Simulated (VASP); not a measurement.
# W (I4_1/amd) in VASP: relaxation of cell and atoms with PBE

Aim: the relaxation of cell and atoms of W with PBE.

All numbers are computed with VASP 6.6.1; they aren't measurements. Logs are shortened: lines on timing, memory, paths and dates and some standing lists are left out, and cuts for length are marked.

**1. The cell of the first run**

Symmetry: I4_1/amd, No. 141, tetragonal system. Conventional cell: a = 4.853 Å, b = 4.853 Å, c = 2.562 Å, α = 90.00°, β = 90.00°, γ = 90.00°. Within 3.3 Å of W (site symmetry -4m2) lie 10 W at 2.51 to 3.10 Å.

**2. Relaxation of cell and atoms, PBE, target pressure 49 GPa, at which the enthalpy is minimised**

Contents of INCAR:

```
SYSTEM = W
ALGO = Normal ; EDIFF = 1E-6
EDIFFG = -0.005 ; ENCUT = 600
GGA = PE ; IBRION = 2
ISIF = 3 ; ISMEAR = -1
LASPH = .TRUE. ; LCHARG = .FALSE.
LREAL = .FALSE. ; LWAVE = .FALSE.
NELM = 80 ; NSW = 32
PREC = Accurate ; PSTRESS = 490.0
SIGMA = 0.08
```

Contents of KPOINTS:

```
k-points
0
G
  17 17 17
  0 0 0
```

Contents of POSCAR:

```
W
1.0
   -2.4266450609      2.4266450609      1.2812044827
    2.4266450609     -2.4266450609      1.2812044827
    2.4266450609      2.4266450609     -1.2812044827
W
2
Direct
   -0.3750000000     -0.1250000000     -0.2500000000
    0.3750000000      0.1250000000      0.2500000000
```

Potentials or basis: VASP PAW PBE potentials, release 64 (W_sv).

On the command line:

```console
$ cat potpaw_PBE.64/W_sv/POTCAR > POTCAR
$ mpirun -np 1 vasp_std > vasp.out
```

OUTCAR:

```text
SYSTEM = W
   EDIFF = 1E-6
   EDIFFG = -0.005
   ENCUT = 600
   GGA = PE
   IBRION = 2
   ISIF = 3
   ISMEAR = -1
   LASPH = .TRUE.
   LREAL = .FALSE.
   NELM = 80
   NSW = 32
   PREC = Accurate
   PSTRESS = 490.0

 ion  position               nearest neighbor table
   1  0.625  0.875  0.750-   2 2.51   2 2.51   2 2.51   2 2.51   2 3.10   2 3.10   2 3.10   2 3.10

   2  0.375  0.125  0.250-   1 2.51   1 2.51   1 2.51   1 2.51   1 3.10   1 3.10   1 3.10   1 3.10

  LATTYP: Found a body centered tetragonal cell.
 ALAT       =     4.8532901218
 C/A-ratio  =     0.5279735810

  Lattice vectors:

 A1 = (  -2.4266450609,   2.4266450609,   1.2812044827)
 A2 = (   2.4266450609,  -2.4266450609,   1.2812044827)
 A3 = (   2.4266450609,   2.4266450609,  -1.2812044827)

Analysis of symmetry for initial positions (statically):
=====================================================================
 Subroutine PRICEL returns:
 Original cell was already a primitive cell.

 Routine SETGRP: Setting up the symmetry group for a
 body centered tetragonal supercell.

 Subroutine GETGRP returns: Found 16 space group operations
 (whereof  4 operations were pure point group operations)
 out of a pool of 16 trial point group operations.

The static configuration has the point symmetry C_2h.
 The point group associated with its full space group is D_4h.

Analysis of symmetry for dynamics (positions and initial velocities):
=====================================================================
 Subroutine PRICEL returns:
 Original cell was already a primitive cell.

 Routine SETGRP: Setting up the symmetry group for a
 body centered tetragonal supercell.

 Subroutine GETGRP returns: Found 16 space group operations
 (whereof  4 operations were pure point group operations)
 out of a pool of 16 trial point group operations.

The dynamic configuration has the point symmetry C_2h.
 The point group associated with its full space group is D_4h.

 Subroutine INISYM returns: Found 16 space group operations
 (whereof  4 operations are pure point group operations),
 and found     1 'primitive' translations

----------------------------------------------------------------------------------------

                                     Primitive cell

  volume of cell :      30.1780

  direct lattice vectors                    reciprocal lattice vectors
    -2.426645061  2.426645061  1.281204483     0.000000000  0.206045791  0.390257767
     2.426645061 -2.426645061  1.281204483     0.206045791  0.000000000  0.390257767
     2.426645061  2.426645061 -1.281204483     0.206045791  0.206045791  0.000000000

  length of vectors
     3.663154028  3.663154028  3.663154028     0.441311672  0.441311672  0.291392751

  position of ions in fractional coordinates (direct lattice)
     0.625000000  0.875000000  0.750000000
     0.375000000  0.125000000  0.250000000

  ion indices of the primitive-cell ions
   primitive index   ion index
                 1           1
                 2           2

----------------------------------------------------------------------------------------

 KPOINTS: k-points

Automatic generation of k-mesh.
 Grid dimensions read from file:
 generate k-points for:   17   17   17

 Generating k-lattice:

  Cartesian coordinates                     Fractional coordinates (reciprocal lattice)
     0.000000000  0.012120341  0.022956339     0.058823529 -0.000000000  0.000000000
     0.012120341  0.000000000  0.022956339    -0.000000000  0.058823529  0.000000000
     0.012120341  0.012120341  0.000000000     0.000000000  0.000000000  0.058823529

  Length of vectors
     0.025959510  0.025959510  0.017140750

  Shift w.r.t. Gamma in fractional coordinates (k-lattice)
     0.000000000  0.000000000  0.000000000

 Subroutine IBZKPT returns following result:
 ===========================================

 Found    405 irreducible k-points:

 Following reciprocal coordinates:
            Coordinates               Weight
  0.000000  0.000000  0.000000      1.000000
  0.058824 -0.000000  0.000000      8.000000
  0.117647 -0.000000  0.000000      8.000000
  0.176471  0.000000 -0.000000      8.000000
  0.235294 -0.000000  0.000000      8.000000
  0.294118 -0.000000  0.000000      8.000000
[... 16 lines left out ...]
 -0.176471  0.058824  0.000000     16.000000
 -0.117647  0.058824  0.000000     16.000000
 [... further k-points ...]
   k-points           NKPTS =    405   k-points in BZ     NKDIM =    405   number of bands    NBANDS=     18
   number of dos      NEDOS =    301   number of ions     NIONS =      2
   total plane-waves  NPLWV =  27000
   dimension x,y,z NGX =    30 NGY =   30 NGZ =   30
   dimension x,y,z NGXF=    60 NGYF=   60 NGZF=   60
   ions per type =               2
   NGX,Y,Z   is equivalent  to a cutoff of  13.61, 13.61, 13.61 a.u.
   NGXF,Y,Z  is equivalent  to a cutoff of  27.23, 27.23, 27.23 a.u.
 SYSTEM =  W
   PREC   = accura    normal or accurate (medium, high low for compatibility)
   ISTART =      0    job   : 0-new  1-cont  2-samecut
   ICHARG =      2    charge: 1-file 2-atom 10-const
   ISPIN  =      1    spin polarized calculation?
   LNONCOLLINEAR =      F non collinear calculations
   LSORBIT =      F    spin-orbit coupling
   LASPH  =      T    aspherical Exc in radial PAW
   ENCUT  =  600.0 eV  44.10 Ry    6.64 a.u.   7.32  7.32  7.32*2*pi/ulx,y,z
   NELM   =     80;   NELMIN=  2; NELMDL= -5     # of ELM steps
   EDIFF  = 0.1E-05   stopping-criterion for ELM
   LREAL  =      F    real-space projection
   EDIFFG = -.5E-02   stopping-criterion for IOM
   NSW    =     32    number of steps for IOM
   IBRION =      2    ionic relax: 0-MD 1-quasi-New 2-CG
   NFREE  =      1    steps in history (QN), initial steepest desc. (CG)
   ISIF   =      3    stress and relaxation
   ISYM   =      2    0-nonsym 1-usesym 2-fastsym
   POTIM  = 0.5000    time-step for ionic-motion
   TEBEG  =    0.0;   TEEND  =   0.0 temperature during run
   PSTRESS=  490.0 pullay stress
   NELECT =      28.0000    total number of electrons
   NUPDOWN=      -1.0000    fix difference up-down
   EMIN   =  10.00;   EMAX   =-10.00  energy-range for DOS
   EFERMI =   0.00;   METHOD = LEGACY
   ISMEAR =    -1;   SIGMA  =   0.08  broadening in eV -4-tet -1-fermi 0-gaus
   EFERMI_NEDOS =   21; number of points for ismear=-14 and -15
   IALGO  =     38    algorithm
   IMIX   =      4    mixing-type and parameters
     AMIX     =   0.40;   BMIX     =  1.00
     AMIX_MAG =   1.60;   BMIX_MAG =  1.00
  volume/ion in A,a.u.               =      15.09       101.83
  Fermi-wavevector in a.u.,A,eV,Ry     =   1.596726  3.017375 34.688535  2.549535
  Thomas-Fermi vector in A             =   2.694444
   LORBIT       =      0    0 simple, 1 ext, 2 COOP (PROOUT), +10 PAW based schemes
   GGA     = PE    functional components
   LHFCALC =     F    Hartree Fock is set to
   AEXX    =    0.0000 exact exchange contribution
   IVDW    =     0    specifies the selected vdW correction
   LEPSILON=     F    determine dielectric tensor
   LRPA    =     F    only Hartree local field effects (RPA)
 conjugate gradient relaxation of ions
 non-spin polarized calculation
  energy-cutoff  :      600.00
  volume of cell :       30.18
 maximum number of plane-waves:      1029
 NGX is ok and might be reduce to    30
   NGX = 15   NGY = 15   NGZ = 15

--------------------------------------- Ionic step        1  -------------------------------------------

 number of electron      27.9999998 magnetization

 Free energy of the ion-electron system (eV)
  ---------------------------------------------------
  ext. energy  EPLUGINS =         0.00000000
  ---------------------------------------------------
  free energy    TOTEN  =       -22.96046488 eV

  energy without entropy =      -22.92774469  energy(sigma->0) =      -22.94410479

------------------------ aborting loop because EDIFF is reached ----------------------------------------

  FORCE on cell =-STRESS in cart. coord.  units (eV):
  Direction    XX          YY          ZZ          XY          YZ          ZX
  --------------------------------------------------------------------------------------
  -------------------------------------------------------------------------------------
  Total        9.5523060      9.5523060      9.5441341     -0.0000000      0.0000000     -0.0000000
  in kB      507.1399833    507.1399833    506.7061327     -0.0000000      0.0000000     -0.0000000
  external PRESSURE =      16.9953664 kB  Pullay stress =     490.0000000 kB
[... 61 lines left out ...]
  enthalpy is  TOTEN    =       -13.7174771168 eV   P V=        9.4449195204

--------------------------------------- Ionic step        3  -------------------------------------------

 number of electron      27.9999998 magnetization

 Free energy of the ion-electron system (eV)
  ---------------------------------------------------
  ext. energy  EPLUGINS =         0.00000000
  ---------------------------------------------------
  free energy    TOTEN  =       -22.99887278 eV

  energy without entropy =      -22.96594272  energy(sigma->0) =      -22.98240775

 E-fermi :  12.0482     XC(G=0): -13.7903

 val. band max:       12.0480647918   @ k =  -0.4118   0.2941   0.0588
 cond. band min:      12.0490700518   @ k =  -0.1765  -0.2941   0.1765
 fundamental gap:      0.0010052600
 Fermi energy:        12.0482233528

 k-point     1 :       0.0000    0.0000    0.0000
  band No.  band energies     occupation
      1     -61.8971      2.00000
      2     -61.5383      2.00000
      3     -26.9019      2.00000
      4     -26.9019      2.00000
      5     -25.2676      2.00000
      6     -25.2676      2.00000
[... 10 lines left out ...]
     17      14.5345      0.00000
     18      17.9621      0.00000
[... 466 lines left out ...]
      2     -61.5425      2.00000
      3     -26.8903      2.00000
      4     -26.8423      2.00000
      5     -25.3997      2.00000
      6     -25.3036      2.00000
[... 10 lines left out ...]
     17      15.2116      0.00000
     18      17.6264      0.00000

 [... further k-points ...]
[... 5 lines left out ...]
  --------------------------------------------------------------------------------------
  -------------------------------------------------------------------------------------
  Total        9.2725054      9.2725054      9.2611422      0.0000000      0.0000000      0.0000000
  in kB      490.2797069    490.2797069    489.6788824      0.0000000      0.0000000      0.0000000
  external PRESSURE =       0.0794321 kB  Pullay stress =     490.0000000 kB
[... 17 lines left out ...]
  FREE ENERGIE OF THE ION-ELECTRON SYSTEM (eV)
  ---------------------------------------------------
  free  energy   TOTEN  =       -22.9988727754 eV

  energy  without entropy=      -22.9659427238  energy(sigma->0) =      -22.98240775

  enthalpy is  TOTEN    =       -13.7316574243 eV   P V=        9.2672153511

 reached required accuracy - stopping structural energy minimisation
```

It took 3.9 min on 1 thread of Intel Xeon 6975P-C (Granite Rapids), shared host; peak memory 0.36 GiB.

Results:

| Property | Result |
| --- | --- |
| Free energy | -22.9989 eV |
| Relaxed volume | 15.15 Å³/atom |
| Relaxed cell | a = 3.668 Å, b = 3.668 Å, c = 3.668 Å, α = 97.03°, β = 97.03°, γ = 139.06° |
| Space group after relaxing (to 0.1 Å) | I4_1/amd (No. 141) |
| Energy change on relaxing (the run minimises the enthalpy) | -19.2 meV/atom |
| Ionic steps | 3 |
| Pressure after relaxing | 49.0 GPa |
| Band gap on the k mesh | zero (bands 14 and 15 overlap by 3.82 eV) |

Step by step:
```csv
step,energy change (eV),largest force (eV/Å),pressure (GPa),volume (Å³)
1,0.0000,0.0000,50.70,30.18
2,-0.2019,0.0000,41.31,30.88
3,-0.0384,0.0000,49.01,30.30
```

Final structure:
```yaml
crystal:
  lattice:
    - [-2.42998, 2.42998, 1.28292]
    - [2.42998, -2.42998, 1.28292]
    - [2.42998, 2.42998, -1.28292]
  atoms:
    - { symbol: W, position: [0.62500, 0.87500, 0.75000] }
    - { symbol: W, position: [0.37500, 0.12500, 0.25000] }
```

Caveat: the cell is relaxed towards a set pressure, so the run minimises the enthalpy, not the energy; spin-orbit coupling is left out, which moves the levels of the heavy elements.
